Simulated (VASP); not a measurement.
# BP (F-43m) in VASP: single point with HSE06

Aim: the single point of BP with HSE06.

All numbers are computed with VASP 6.6.1; they aren't measurements. Logs are shortened: lines on timing, memory, paths and dates and some standing lists are left out, and cuts for length are marked.

**1. The cell of the first run**

It takes space group F-43m (No. 216, cubic). Conventional cell: a = 4.537 Å, b = 4.537 Å, c = 4.537 Å, α = 90.00°, β = 90.00°, γ = 90.00°. Within 2.6 Å of B (site symmetry -43m) lie 4 P at 1.96 Å. P (site symmetry -43m) has 4 B at 1.96 Å within 2.6 Å.

**2. Single point, HSE06**

Contents of POSCAR:

```
BP
1.0
    0.0000000000      2.2683156689      2.2683156689
    2.2683156689      0.0000000000      2.2683156689
    2.2683156689      2.2683156689      0.0000000000
B P
1 1
Direct
    0.0000000000      0.0000000000      0.0000000000
    0.2500000000      0.2500000000      0.2500000000
```

Contents of INCAR.step1:

```
SYSTEM = BP
PREC = Accurate ; ENCUT = 520
EDIFF = 1E-5 ; ISMEAR = 0
SIGMA = 0.01 ; LREAL = .False.
LASPH = .True. ; NELM = 100
ALGO = Normal ; ISIF = 2
LWAVE = .True. ; NBANDS = 11
GGA = PE
```

Contents of INCAR.step2:

```
SYSTEM = BP
PREC = Accurate ; ENCUT = 520
EDIFF = 1E-6 ; ISMEAR = 0
SIGMA = 0.01 ; LREAL = .False.
LASPH = .True. ; NELM = 100
ALGO = Normal ; ISIF = 2
LWAVE = .False. ; LCHARG = .True.
GGA = PE ; LHFCALC = .True.
HFSCREEN = 0.2079 ; PRECFOCK = Normal
LELF = .True. ; LVHAR = .True.
NBANDS = 11 ; ISTART = 1
```

Contents of KPOINTS:

```
regular mesh
0
Gamma
  6 6 6
  0 0 0
```

Potentials or basis: VASP PAW PBE potentials, release 64 (B, P).

Run with:

```console
> cat potpaw_PBE.64/B/POTCAR potpaw_PBE.64/P/POTCAR > POTCAR
> cp INCAR.step1 INCAR
> mpirun -np 1 vasp_std > vasp.out
> cp INCAR.step2 INCAR
> mpirun -np 1 vasp_std > vasp.out
```

OUTCAR:

```text
SYSTEM = BP
   PREC = Accurate
   ENCUT = 520
   EDIFF = 1E-6
   ISMEAR = 0
   LREAL = .False.
   LASPH = .True.
   NELM = 100
   ISIF = 2
   GGA = PE
   LHFCALC = .True.
   HFSCREEN = 0.2079
   PRECFOCK = Normal
   ISTART = 1

 ion  position               nearest neighbor table
   1  0.000  0.000  0.000-   2 1.96   2 1.96   2 1.96   2 1.96
   2  0.250  0.250  0.250-   1 1.96   1 1.96   1 1.96   1 1.96

  LATTYP: Found a face centered cubic cell.
 ALAT       =     4.5366313378

  Lattice vectors:

 A1 = (   0.0000000000,   2.2683156689,   2.2683156689)
 A2 = (   2.2683156689,   0.0000000000,   2.2683156689)
 A3 = (   2.2683156689,   2.2683156689,   0.0000000000)

Analysis of symmetry for initial positions (statically):
=====================================================================
 Subroutine PRICEL returns:
 Original cell was already a primitive cell.

 Routine SETGRP: Setting up the symmetry group for a
 face centered cubic supercell.

 Subroutine GETGRP returns: Found 24 space group operations
 (whereof 24 operations were pure point group operations)
 out of a pool of 48 trial point group operations.

The static configuration has the point symmetry T_d .

Analysis of symmetry for dynamics (positions and initial velocities):
=====================================================================
 Subroutine PRICEL returns:
 Original cell was already a primitive cell.

 Routine SETGRP: Setting up the symmetry group for a
 face centered cubic supercell.

 Subroutine GETGRP returns: Found 24 space group operations
 (whereof 24 operations were pure point group operations)
 out of a pool of 48 trial point group operations.

The dynamic configuration has the point symmetry T_d .

 Subroutine INISYM returns: Found 24 space group operations
 (whereof 24 operations are pure point group operations),
 and found     1 'primitive' translations

----------------------------------------------------------------------------------------

                                     Primitive cell

  volume of cell :      23.3421

  direct lattice vectors                    reciprocal lattice vectors
     0.000000000  2.268315669  2.268315669    -0.220427874  0.220427874  0.220427874
     2.268315669  0.000000000  2.268315669     0.220427874 -0.220427874  0.220427874
     2.268315669  2.268315669  0.000000000     0.220427874  0.220427874 -0.220427874

  length of vectors
     3.207882783  3.207882783  3.207882783     0.381792277  0.381792277  0.381792277

  position of ions in fractional coordinates (direct lattice)
     0.000000000  0.000000000  0.000000000
     0.250000000  0.250000000  0.250000000

  ion indices of the primitive-cell ions
   primitive index   ion index
                 1           1
                 2           2

----------------------------------------------------------------------------------------

 KPOINTS: regular mesh

Automatic generation of k-mesh.
 Grid dimensions read from file:
 generate k-points for:    6    6    6

 Generating k-lattice:

  Cartesian coordinates                     Fractional coordinates (reciprocal lattice)
    -0.036737979  0.036737979  0.036737979     0.166666667  0.000000000  0.000000000
     0.036737979 -0.036737979  0.036737979     0.000000000  0.166666667  0.000000000
     0.036737979  0.036737979 -0.036737979     0.000000000  0.000000000  0.166666667

  Length of vectors
     0.063632046  0.063632046  0.063632046

  Shift w.r.t. Gamma in fractional coordinates (k-lattice)
     0.000000000  0.000000000  0.000000000

 Subroutine IBZKPT returns following result:
 ===========================================

 Found     16 irreducible k-points:

 Following reciprocal coordinates:
            Coordinates               Weight
  0.000000  0.000000  0.000000      1.000000
  0.166667  0.000000  0.000000      8.000000
  0.333333  0.000000  0.000000      8.000000
  0.500000  0.000000  0.000000      4.000000
  0.166667  0.166667  0.000000      6.000000
  0.333333  0.166667  0.000000     24.000000
[... 8 lines left out ...]
 -0.333333  0.333333  0.166667     24.000000
 -0.333333  0.500000  0.166667     12.000000
   k-points           NKPTS =     16   k-points in BZ     NKDIM =    216   number of bands    NBANDS=     11
   number of dos      NEDOS =    301   number of ions     NIONS =      2
   total plane-waves  NPLWV =  13824
   dimension x,y,z NGX =    24 NGY =   24 NGZ =   24
   dimension x,y,z NGXF=    48 NGYF=   48 NGZF=   48
   ions per type =               1   1
   NGX,Y,Z   is equivalent  to a cutoff of  12.44, 12.44, 12.44 a.u.
   NGXF,Y,Z  is equivalent  to a cutoff of  24.88, 24.88, 24.88 a.u.
 SYSTEM =  BP
   PREC   = accura    normal or accurate (medium, high low for compatibility)
   ISTART =      1    job   : 0-new  1-cont  2-samecut
   ICHARG =      0    charge: 1-file 2-atom 10-const
   ISPIN  =      1    spin polarized calculation?
   LNONCOLLINEAR =      F non collinear calculations
   LSORBIT =      F    spin-orbit coupling
   LASPH  =      T    aspherical Exc in radial PAW
   ENCUT  =  520.0 eV  38.22 Ry    6.18 a.u.   5.96  5.96  5.96*2*pi/ulx,y,z
   NELM   =    100;   NELMIN=  2; NELMDL=  0     # of ELM steps
   EDIFF  = 0.1E-05   stopping-criterion for ELM
   LREAL  =      F    real-space projection
   EDIFFG = 0.1E-04   stopping-criterion for IOM
   NSW    =      0    number of steps for IOM
   IBRION =     -1    ionic relax: 0-MD 1-quasi-New 2-CG
   NFREE  =      0    steps in history (QN), initial steepest desc. (CG)
   ISIF   =      2    stress and relaxation
   ISYM   =      3    0-nonsym 1-usesym 2-fastsym
   POTIM  = 0.5000    time-step for ionic-motion
   TEBEG  =    0.0;   TEEND  =   0.0 temperature during run
   PSTRESS=    0.0 pullay stress
   NELECT =       8.0000    total number of electrons
   NUPDOWN=      -1.0000    fix difference up-down
   EMIN   =  10.00;   EMAX   =-10.00  energy-range for DOS
   EFERMI =   0.00;   METHOD = LEGACY
   ISMEAR =     0;   SIGMA  =   0.01  broadening in eV -4-tet -1-fermi 0-gaus
   EFERMI_NEDOS =   21; number of points for ismear=-14 and -15
   IALGO  =     38    algorithm
   IMIX   =      1    mixing-type and parameters
     AMIX     =   0.40;   BMIX     =  1.00
     AMIX_MAG =   1.60;   BMIX_MAG =  1.00
  volume/ion in A,a.u.               =      11.67        78.76
  Fermi-wavevector in a.u.,A,eV,Ry     =   1.145666  2.164995 17.858333  1.312550
  Thomas-Fermi vector in A             =   2.282353
   LORBIT       =      0    0 simple, 1 ext, 2 COOP (PROOUT), +10 PAW based schemes
   GGA     = PE    functional components
   LHFCALC =     T    Hartree Fock is set to
   PRECFOCK=normal    Normal, Fast or Accurate (Low or Medium for compatibility)
   ENCUT4O =  -1.0   cutoff for four orbital integrals eV
   NKREDX  =     1    reduce k-point grid by
   NKREDY  =     1    reduce k-point grid by
   NKREDZ  =     1    reduce k-point grid by
   AEXX    =    0.2500 exact exchange contribution
   HFSCREEN=    0.2079 screening length (either q_TF or 0.3 A-1)
   HFSCREENC=   0.2079 screening length for correlation (either q_TF or 0.3 A-1)
   ENCUTFOCK=  -1.0 apply spherical cutoff to Coloumb kernel
   IVDW    =     0    specifies the selected vdW correction
   LEPSILON=     F    determine dielectric tensor
   LRPA    =     F    only Hartree local field effects (RPA)
 non-spin polarized calculation
 Gauss-broadening in eV      SIGMA  =   0.01
  energy-cutoff  :      520.00
  volume of cell :       23.34
 maximum number of plane-waves:       636
  NGX = 18; NGY = 18; NGZ = 18

 number of electron       8.0000000 magnetization

 Free energy of the ion-electron system (eV)
  ---------------------------------------------------
  ext. energy  EPLUGINS =         0.00000000
  ---------------------------------------------------
  free energy    TOTEN  =       -14.82421100 eV

  energy without entropy =      -14.82421100  energy(sigma->0) =      -14.82421100

 E-fermi :   7.0674     XC(G=0):  -9.0100

 val. band max:        7.0181653848   @ k =   0.0000   0.0000   0.0000
 cond. band min:       9.0772599104   @ k =   0.5000   0.5000   0.0000
 fundamental gap:      2.0590945256
 Fermi energy:         7.0674162834

 k-point     1 :       0.0000    0.0000    0.0000
  band No.  band energies     occupation
      1     -10.0830      2.00000
      2       7.0182      2.00000
      3       7.0182      2.00000
      4       7.0182      2.00000
      5      11.3554      0.00000
      6      11.3554      0.00000
      7      11.3554      0.00000
      8      15.7206      0.00000
      9      19.6231      0.00000
     10      20.4703      0.00000
     11      20.4703      0.00000

 k-point     2 :       0.1667    0.0000    0.0000
  band No.  band energies     occupation
      1      -9.5360      2.00000
      2       3.9333      2.00000
      3       6.3088      2.00000
      4       6.3088      2.00000
      5      11.9970      0.00000
      6      12.3271      0.00000
      7      12.3271      0.00000
      8      17.0630      0.00000
      9      19.1837      0.00000
     10      19.1837      0.00000
     11      20.9687      0.00000

 k-point     3 :       0.3333    0.0000    0.0000
  band No.  band energies     occupation
      1      -7.9751      2.00000
      2      -0.4136      2.00000
      3       5.4130      2.00000
      4       5.4130      2.00000
      5      11.8817      0.00000
      6      12.9101      0.00000
      7      12.9101      0.00000
      8      18.4644      0.00000
      9      20.2432      0.00000
     10      20.2432      0.00000
     11      21.7618      0.00000
[... 155 lines left out ...]
 k-point    15 :      -0.3333    0.3333    0.1667
  band No.  band energies     occupation
      1      -5.1682      2.00000
      2      -2.0003      2.00000
      3       0.9839      2.00000
      4       2.6859      2.00000
      5      12.4756      0.00000
      6      13.7880      0.00000
      7      16.9614      0.00000
      8      17.5321      0.00000
      9      18.9000      0.00000
     10      23.4818      0.00000
     11      26.2896      0.00000

 k-point    16 :      -0.3333    0.5000    0.1667
  band No.  band energies     occupation
      1      -4.4662      2.00000
      2      -2.1718      2.00000
      3       1.2268      2.00000
      4       1.3619      2.00000
      5      11.7543      0.00000
      6      12.4018      0.00000
      7      17.5408      0.00000
      8      18.2005      0.00000
      9      21.5842      0.00000
     10      24.9088      0.00000
     11      25.1968      0.00000

------------------------ aborting loop because EDIFF is reached ----------------------------------------

  FORCE on cell =-STRESS in cart. coord.  units (eV):
  Direction    XX          YY          ZZ          XY          YZ          ZX
  --------------------------------------------------------------------------------------
  -------------------------------------------------------------------------------------
  Total       -0.2755026     -0.2755026     -0.2755026      0.0000000     -0.0000000      0.0000000
  in kB      -18.9101863    -18.9101863    -18.9101863      0.0000000     -0.0000000      0.0000000
  external PRESSURE =     -18.9101863 kB  Pullay stress =       0.0000000 kB

 VOLUME and BASIS-vectors are now :
 -----------------------------------------------------------------------------
  energy-cutoff  :      520.00
  volume of cell :       23.34
      direct lattice vectors                 reciprocal lattice vectors
     0.000000000  2.268315669  2.268315669    -0.220427874  0.220427874  0.220427874
     2.268315669  0.000000000  2.268315669     0.220427874 -0.220427874  0.220427874
     2.268315669  2.268315669  0.000000000     0.220427874  0.220427874 -0.220427874

 POSITION                                       TOTAL-FORCE (eV/Angst)
 -----------------------------------------------------------------------------------
      0.00000      0.00000      0.00000         0.000000      0.000000      0.000000
      1.13416      1.13416      1.13416        -0.000000     -0.000000     -0.000000
 -----------------------------------------------------------------------------------
    total drift:                                0.000000     -0.000000      0.000000

  FREE ENERGIE OF THE ION-ELECTRON SYSTEM (eV)
  ---------------------------------------------------
  free  energy   TOTEN  =       -14.8242110025 eV

  energy  without entropy=      -14.8242110025  energy(sigma->0) =      -14.82421100
```

Wall time 3.4 min (1 thread of AMD EPYC 9R45 (Zen 5), shared host); peak memory 0.21 GiB.

Results:

```
Free energy            : -14.8242 eV
Pressure               : -1.9 GPa
Band gap on the k mesh : 2.06 eV (least direct gap 4.34 eV)
```

Levels at points of the mesh, in eV from the valence-band top:
```csv
k point,band 1,band 2,band 3,band 4,band 5,band 6,band 7,band 8,band 9
"(0.00, 0.00, 0.00)",-17.10,0.00,0.00,0.00,4.34,4.34,4.34,8.70,12.60
"(0.50, 0.00, 0.00)",-13.43,-10.00,-1.93,-1.93,4.74,5.72,5.72,11.36,16.21
"(0.50, 0.50, 0.00)",-11.70,-9.58,-4.53,-4.53,2.06,2.41,13.84,13.84,16.97
```

Caveat: the PAW data sets were made with another functional, which shifts forces and pressure a little.
